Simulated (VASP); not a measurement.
# Zn (Fm-3m) in VASP: notebook

The runs below take Zn through single point, with r2SCANh+D4.

Everything below comes from runs of VASP 6.6.1. Logs are shortened: lines on timing, memory, paths and dates and some standing lists are left out, and cuts for length are marked.

### Step 1. The cell of the first run

The structure is cubic, space group Fm-3m (No. 225). The conventional cell has a = 3.849 Å, b = 3.849 Å, c = 3.849 Å, α = 90.00°, β = 90.00°, γ = 90.00°. Zn (site symmetry m-3m) has 12 Zn at 2.72 Å within 3.6 Å.

### Step 2. Single point, r2SCANh+D4

File POSCAR:

```
Zn
1.0
    0.0000000000      1.9246672763      1.9246672763
    1.9246672763      0.0000000000      1.9246672763
    1.9246672763      1.9246672763      0.0000000000
Zn
1
Direct
    0.0000000000      0.0000000000      0.0000000000
```

File INCAR.step1:

```
ALGO     = Normal         # electronic algorithm
EDIFF    = 1E-5           # SCF threshold, eV
ENCUT    = 440            # plane-wave cutoff, eV
GGA      = PE             # functional
GGA_COMPAT= False        
ISIF     = 2              # what is computed and relaxed
ISMEAR   = 0              # smearing method
LASPH    = True           # aspherical terms in the spheres
LCHARG   = False          # write CHGCAR
LREAL    = False          # projectors in reciprocal space
LWAVE    = True           # write WAVECAR
NBANDS   = 12             # bands
NELM     = 120            # most SCF steps
PREC     = Accurate       # precision mode
SIGMA    = 0.02           # smearing width, eV
```

File INCAR.step2:

```
AEXX     = 0.1            # exact-exchange fraction
ALGO     = Normal         # electronic algorithm
EDIFF    = 1E-6           # SCF threshold, eV
ENCUT    = 440            # plane-wave cutoff, eV
GGA_COMPAT= False        
ISIF     = 2              # what is computed and relaxed
ISMEAR   = 0              # smearing method
ISTART   = 1            
IVDW     = 13             # dispersion correction
LASPH    = True           # aspherical terms in the spheres
LCHARG   = False          # write CHGCAR
LHFCALC  = True           # exact exchange
LMIXTAU  = True         
LREAL    = False          # projectors in reciprocal space
LWAVE    = False          # write WAVECAR
METAGGA  = R2SCAN         # meta-GGA
NBANDS   = 12             # bands
NELM     = 120            # most SCF steps
PREC     = Accurate       # precision mode
PRECFOCK = Normal       
SIGMA    = 0.02           # smearing width, eV
VDW_A1   = 0.4944       
VDW_A2   = 5.9019       
VDW_S6   = 1.0          
VDW_S8   = 0.8324
```

File KPOINTS:

```
k-points
0
Gamma
  8 8 8
```

Potentials or basis: VASP PAW PBE potentials, release 64 (Zn).

Run with:

```
cat potpaw_PBE.64/Zn/POTCAR > POTCAR
cp INCAR.step1 INCAR
mpirun -np 1 vasp_std > vasp.out
cp INCAR.step2 INCAR
mpirun -np 1 vasp_std > vasp.out
```

OUTCAR:

```text
AEXX = 0.1
   EDIFF = 1E-6
   ENCUT = 440
   ISIF = 2
   ISMEAR = 0
   ISTART = 1
   IVDW = 13
   LASPH = True
   LHFCALC = True
   LREAL = False
   METAGGA = R2SCAN
   NELM = 120
   PREC = Accurate
   PRECFOCK = Normal

 ion  position               nearest neighbor table
   1  0.000  0.000  0.000-

  LATTYP: Found a face centered cubic cell.
 ALAT       =     3.8493345526

  Lattice vectors:

 A1 = (   0.0000000000,   1.9246672763,   1.9246672763)
 A2 = (   1.9246672763,   0.0000000000,   1.9246672763)
 A3 = (   1.9246672763,   1.9246672763,   0.0000000000)

Analysis of symmetry for initial positions (statically):
=====================================================================
 Subroutine PRICEL returns:
 Original cell was already a primitive cell.

 Routine SETGRP: Setting up the symmetry group for a
 face centered cubic supercell.

 Subroutine GETGRP returns: Found 48 space group operations
 (whereof 48 operations were pure point group operations)
 out of a pool of 48 trial point group operations.

The static configuration has the point symmetry O_h .

Analysis of symmetry for dynamics (positions and initial velocities):
=====================================================================
 Subroutine PRICEL returns:
 Original cell was already a primitive cell.

 Routine SETGRP: Setting up the symmetry group for a
 face centered cubic supercell.

 Subroutine GETGRP returns: Found 48 space group operations
 (whereof 48 operations were pure point group operations)
 out of a pool of 48 trial point group operations.

The dynamic configuration has the point symmetry O_h .

 Subroutine INISYM returns: Found 48 space group operations
 (whereof 48 operations are pure point group operations),
 and found     1 'primitive' translations

----------------------------------------------------------------------------------------

                                     Primitive cell

  volume of cell :      14.2593

  direct lattice vectors                    reciprocal lattice vectors
     0.000000000  1.924667276  1.924667276    -0.259785162  0.259785162  0.259785162
     1.924667276  0.000000000  1.924667276     0.259785162 -0.259785162  0.259785162
     1.924667276  1.924667276  0.000000000     0.259785162  0.259785162 -0.259785162

  length of vectors
     2.721890565  2.721890565  2.721890565     0.449961099  0.449961099  0.449961099

  position of ions in fractional coordinates (direct lattice)
     0.000000000  0.000000000  0.000000000

  ion indices of the primitive-cell ions
   primitive index   ion index
                 1           1

----------------------------------------------------------------------------------------

 KPOINTS: k-points

Automatic generation of k-mesh.
 Grid dimensions read from file:
 generate k-points for:    8    8    8

 Generating k-lattice:

  Cartesian coordinates                     Fractional coordinates (reciprocal lattice)
    -0.032473145  0.032473145  0.032473145     0.125000000  0.000000000  0.000000000
     0.032473145 -0.032473145  0.032473145     0.000000000  0.125000000  0.000000000
     0.032473145  0.032473145 -0.032473145     0.000000000  0.000000000  0.125000000

  Length of vectors
     0.056245137  0.056245137  0.056245137

  Shift w.r.t. Gamma in fractional coordinates (k-lattice)
     0.000000000  0.000000000  0.000000000

 Subroutine IBZKPT returns following result:
 ===========================================

 Found     29 irreducible k-points:

 Following reciprocal coordinates:
            Coordinates               Weight
  0.000000  0.000000  0.000000      1.000000
  0.125000  0.000000  0.000000      8.000000
  0.250000  0.000000  0.000000      8.000000
  0.375000  0.000000  0.000000      8.000000
  0.500000  0.000000  0.000000      4.000000
  0.125000  0.125000  0.000000      6.000000
[... 16 lines left out ...]
  0.500000  0.250000  0.125000     48.000000
 -0.375000  0.250000  0.125000     24.000000
 [... further k-points ...]
   k-points           NKPTS =     29   k-points in BZ     NKDIM =    512   number of bands    NBANDS=     12
   number of dos      NEDOS =    301   number of ions     NIONS =      1
   total plane-waves  NPLWV =   8000
   dimension x,y,z NGX =    20 NGY =   20 NGZ =   20
   dimension x,y,z NGXF=    40 NGYF=   40 NGZF=   40
   ions per type =               1
   NGX,Y,Z   is equivalent  to a cutoff of  12.22, 12.22, 12.22 a.u.
   NGXF,Y,Z  is equivalent  to a cutoff of  24.43, 24.43, 24.43 a.u.
 SYSTEM =  unknown system
   PREC   = accura    normal or accurate (medium, high low for compatibility)
   ISTART =      1    job   : 0-new  1-cont  2-samecut
   ICHARG =      0    charge: 1-file 2-atom 10-const
   ISPIN  =      1    spin polarized calculation?
   LNONCOLLINEAR =      F non collinear calculations
   LSORBIT =      F    spin-orbit coupling
   LASPH  =      T    aspherical Exc in radial PAW
   ENCUT  =  440.0 eV  32.34 Ry    5.69 a.u.   4.66  4.66  4.66*2*pi/ulx,y,z
   NELM   =    120;   NELMIN=  2; NELMDL=  0     # of ELM steps
   EDIFF  = 0.1E-05   stopping-criterion for ELM
   LREAL  =      F    real-space projection
   EDIFFG = 0.1E-04   stopping-criterion for IOM
   NSW    =      0    number of steps for IOM
   IBRION =     -1    ionic relax: 0-MD 1-quasi-New 2-CG
   NFREE  =      0    steps in history (QN), initial steepest desc. (CG)
   ISIF   =      2    stress and relaxation
   ISYM   =      3    0-nonsym 1-usesym 2-fastsym
   POTIM  = 0.5000    time-step for ionic-motion
   TEBEG  =    0.0;   TEEND  =   0.0 temperature during run
   PSTRESS=    0.0 pullay stress
   NELECT =      12.0000    total number of electrons
   NUPDOWN=      -1.0000    fix difference up-down
   EMIN   =  10.00;   EMAX   =-10.00  energy-range for DOS
   EFERMI =   0.00;   METHOD = LEGACY
   ISMEAR =     0;   SIGMA  =   0.02  broadening in eV -4-tet -1-fermi 0-gaus
   EFERMI_NEDOS =   21; number of points for ismear=-14 and -15
   IALGO  =     38    algorithm
   IMIX   =      1    mixing-type and parameters
     AMIX     =   0.40;   BMIX     =  1.00
     AMIX_MAG =   1.60;   BMIX_MAG =  1.00
  volume/ion in A,a.u.               =      14.26        96.23
  Fermi-wavevector in a.u.,A,eV,Ry     =   1.545621  2.920800 32.503547  2.388943
  Thomas-Fermi vector in A             =   2.650973
   LORBIT       =      0    0 simple, 1 ext, 2 COOP (PROOUT), +10 PAW based schemes
   METAGGA = R2SCAN    functional components
   LHFCALC =     T    Hartree Fock is set to
   PRECFOCK=normal    Normal, Fast or Accurate (Low or Medium for compatibility)
   ENCUT4O =  -1.0   cutoff for four orbital integrals eV
   NKREDX  =     1    reduce k-point grid by
   NKREDY  =     1    reduce k-point grid by
   NKREDZ  =     1    reduce k-point grid by
   AEXX    =    0.1000 exact exchange contribution
   HFSCREEN=    0.0000 screening length (either q_TF or 0.3 A-1)
   HFSCREENC=   0.0000 screening length for correlation (either q_TF or 0.3 A-1)
   ENCUTFOCK=  -1.0 apply spherical cutoff to Coloumb kernel
   IVDW    =    13    specifies the selected vdW correction
   LEPSILON=     F    determine dielectric tensor
   LRPA    =     F    only Hartree local field effects (RPA)
 non-spin polarized calculation
 Gauss-broadening in eV      SIGMA  =   0.02
  energy-cutoff  :      440.00
  volume of cell :       14.26
 maximum number of plane-waves:       308
  NGX = 14; NGY = 14; NGZ = 14

 number of electron      12.0000007 magnetization

 Free energy of the ion-electron system (eV)
  ---------------------------------------------------
  ext. energy  EPLUGINS =         0.00000000
  ---------------------------------------------------
  free energy    TOTEN  =        -8.20044701 eV

  energy without entropy =       -8.20028138  energy(sigma->0) =       -8.20036419

 E-fermi :   3.1680     XC(G=0): -11.8830

 val. band max:        2.9359396703   @ k =  -0.3750   0.2500   0.1250
 cond. band min:       3.1817265113   @ k =  -0.3750   0.5000   0.1250
 fundamental gap:      0.2457868410
 Fermi energy:         3.1680451042

 k-point     1 :       0.0000    0.0000    0.0000
  band No.  band energies     occupation
      1      -8.6275      2.00000
      2      -5.7252      2.00000
      3      -5.7252      2.00000
      4      -5.7252      2.00000
      5      -5.2932      2.00000
      6      -5.2932      2.00000
      7      24.0285      0.00000
      8      24.2635      0.00000
      9      24.2635      0.00000
     10      24.2635      0.00000
     11      26.5888      0.00000
     12      26.5888      0.00000

 k-point     2 :       0.1250    0.0000    0.0000
  band No.  band energies     occupation
      1      -8.0993      2.00000
      2      -5.7599      2.00000
      3      -5.6711      2.00000
      4      -5.6711      2.00000
      5      -5.3041      2.00000
      6      -5.3041      2.00000
      7      18.2684      0.00000
      8      22.9162      0.00000
      9      22.9162      0.00000
     10      23.9064      0.00000
     11      28.8315      0.00000
     12      28.8315      0.00000

 k-point     3 :       0.2500    0.0000    0.0000
  band No.  band energies     occupation
      1      -6.8523      2.00000
      2      -5.6353      2.00000
      3      -5.6353      2.00000
      4      -5.4866      2.00000
      5      -5.2295      2.00000
      6      -5.2295      2.00000
      7      11.8451      0.00000
      8      21.6263      0.00000
      9      21.6263      0.00000
     10      23.3886      0.00000
     11      27.6603      0.00000
     12      27.6603      0.00000
[... 286 lines left out ...]
 k-point    23 :       0.5000    0.2500    0.1250
  band No.  band energies     occupation
      1      -6.1437      2.00000
      2      -5.8523      2.00000
      3      -5.6789      2.00000
      4      -5.3701      2.00000
      5      -5.0634      2.00000
      6      -1.5610      2.00000
      7       7.4353      0.00000
      8      12.9343      0.00000
      9      15.7112      0.00000
     10      23.3711      0.00000
     11      26.7095      0.00000
     12      29.7460      0.00000

 k-point    24 :      -0.3750    0.2500    0.1250
  band No.  band energies     occupation
      1      -6.1741      2.00000
      2      -5.9200      2.00000
      3      -5.5034      2.00000
      4      -5.4556      2.00000
      5      -4.9834      2.00000
      6       1.7610      2.00000
      7       2.9359      2.00000
      8      13.6876      0.00000
      9      13.9105      0.00000
     10      23.2614      0.00000
     11      26.3134      0.00000
     12      34.5956      0.00000

 [... further k-points ...]

------------------------ aborting loop because EDIFF is reached ----------------------------------------

  DFT-D4 for vdW energy calculation

  Edisp (eV):   -0.13758

  FORCE on cell =-STRESS in cart. coord.  units (eV):
  Direction    XX          YY          ZZ          XY          YZ          ZX
  --------------------------------------------------------------------------------------
  -------------------------------------------------------------------------------------
  Total      -0.01468    -0.01468    -0.01468    -0.00000    -0.00000     0.00000
  in kB      -1.64994    -1.64994    -1.64994    -0.00000    -0.00000     0.00000
  external pressure =       -1.65 kB  Pullay stress =        0.00 kB

 VOLUME and BASIS-vectors are now :
 -----------------------------------------------------------------------------
  energy-cutoff  :      440.00
  volume of cell :       14.26
      direct lattice vectors                 reciprocal lattice vectors
     0.000000000  1.924667276  1.924667276    -0.259785162  0.259785162  0.259785162
     1.924667276  0.000000000  1.924667276     0.259785162 -0.259785162  0.259785162
     1.924667276  1.924667276  0.000000000     0.259785162  0.259785162 -0.259785162

 POSITION                                       TOTAL-FORCE (eV/Angst)
 -----------------------------------------------------------------------------------
      0.00000      0.00000      0.00000         0.000000      0.000000      0.000000
 -----------------------------------------------------------------------------------
    total drift:                                0.000000      0.000000     -0.000000

  FREE ENERGIE OF THE ION-ELECTRON SYSTEM (eV)
  ---------------------------------------------------
  free  energy   TOTEN  =        -8.3380297002 eV

  energy  without entropy=       -8.3378640709  energy(sigma->0) =       -8.33794689
```

Run time: 20 min. Hardware: 1 thread of AMD EPYC 9R45 (Zen 5), shared host; peak memory 0.11 GiB.

Results:

- Free energy: -8.3380 eV
- Pressure: -0.2 GPa
- Band gap on the k mesh: zero (band 6 reaches 5.94 eV, above the bottom of band 7 at 2.03 eV)
- Dispersion energy per atom: -0.138 eV

Caveat: the PAW data sets were made with another functional, which shifts forces and pressure a little; pairwise dispersion overbinds metals, which lowers pressure and volume.

### Step 3. Single point, r2SCANh+D4

This run uses another cell than the first one, of 15.78 Å³/atom, 1.106 times its volume.

File POSCAR:

```
Zn
1.0
    0.0000000000      1.9906312808      1.9906312808
    1.9906312808      0.0000000000      1.9906312808
    1.9906312808      1.9906312808      0.0000000000
Zn
1
Direct
    0.0000000000      0.0000000000      0.0000000000
```

File INCAR.step1:

```
SYSTEM = Zn
PREC = Accurate
ENCUT = 440
EDIFF = 1E-5
ISMEAR = 0
SIGMA = 0.02
LREAL = .False.
LASPH = .True.
NELM = 120
ALGO = Normal
ISIF = 2
LWAVE = .True.
LCHARG = .False.
GGA = PE
NBANDS = 12
GGA_COMPAT = .False.
```

File INCAR.step2:

```
SYSTEM = Zn
PREC = Accurate
ENCUT = 440
EDIFF = 1E-6
ISMEAR = 0
SIGMA = 0.02
LREAL = .False.
LASPH = .True.
NELM = 120
ALGO = Normal
ISIF = 2
LWAVE = .False.
LCHARG = .False.
METAGGA = R2SCAN
LHFCALC = .True.
AEXX = 0.1
LMIXTAU = .True.
PRECFOCK = Normal
IVDW = 13
VDW_S6 = 1.0
VDW_S8 = 0.8324
VDW_A1 = 0.4944
VDW_A2 = 5.9019
ISTART = 1
NBANDS = 12
GGA_COMPAT = .False.
```

File KPOINTS:

```
Automatic mesh
0
Gamma
  8 8 8
  0 0 0
```

Potentials or basis: VASP PAW PBE potentials, release 64 (Zn).

Run with:

```
cat potpaw_PBE.64/Zn/POTCAR > POTCAR
cp INCAR.step1 INCAR
mpirun -np 1 vasp_std > vasp.out
cp INCAR.step2 INCAR
mpirun -np 1 vasp_std > vasp.out
```

Run time: 20 min. Hardware: 1 thread of Intel Xeon Platinum 8559C (Emerald Rapids), shared host; peak memory 0.14 GiB.

The run converged. Its results:

```yaml
Free_energy: -8.3011 eV
Pressure: -7.2 GPa
Band_gap_on_the_k_mesh: zero (band 6 reaches 5.15 eV, above the bottom of band 7 at 1.12 eV)
Dispersion_energy_per_atom: -0.125 eV
```

Levels at points of the mesh, in eV from the Fermi level:
```
           k point  band 2  band 3  band 4  band 5  band 6  band 7  band 8  band 9  band 10  band 11
(0.00, 0.00, 0.00)   -8.67   -8.67   -8.67   -8.32   -8.32   19.56   19.56   19.56    20.02    22.04
(0.50, 0.00, 0.00)   -8.68   -8.68   -8.04   -8.04   -3.01   -1.38   16.45   16.45    18.61    19.93
(0.50, 0.50, 0.00)   -9.26   -8.06   -7.96   -7.96   -0.98    2.21    9.37    9.37    12.72    14.23
```

Caveat: the PAW data sets were made with another functional, which shifts forces and pressure a little; pairwise dispersion overbinds metals, which lowers pressure and volume.
